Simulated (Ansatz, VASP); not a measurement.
Hf: VASP beside Ansatz

```
Hf
1.0
     0.00000    2.39760    2.13120
     2.39760    0.00000    2.13120
     2.39760    2.39760    0.00000
Hf
1
Direct
  0.00000 0.00000 0.00000
```

Change from the starting cell: strain +0.080 along x and y, -0.040 along z, atoms carried along.

Alike in both runs: task single point; functional r2SCAN; k mesh 18 × 18 × 18; occupations gaussian, width 0.15 eV; no spin polarisation.

|  | VASP | Ansatz |
| --- | --- | --- |
| version | VASP 6.6.1 | Ansatz 0.2.0 |
| potentials or method | VASP PAW PBE potentials, release 64 (Hf_pv), cutoff 520 eV | scalar-relativistic, plane waves, PAW |
| valence electrons in the cell | 10 | 26 |

|  | VASP | Ansatz | Ansatz less VASP |
| --- | --- | --- | --- |
| gap on the k mesh at the Fermi level (eV) | none | none | - |
| pressure (GPa) | -8.5 | -8.0 | +0.55 |
| traceless stress, the component that is largest in VASP (GPa) | 3.13 | 3.13 | -0.005 |

VASP's potentials were made for PBE, not for r2SCAN. A gap of «none» marks a metal or a gap that the smearing closes. VASP's potentials hold 10 valence electrons a cell and Ansatz's 26, so a difference there can come from the potentials and not from the codes.

Neither program's run includes spin-orbit coupling.
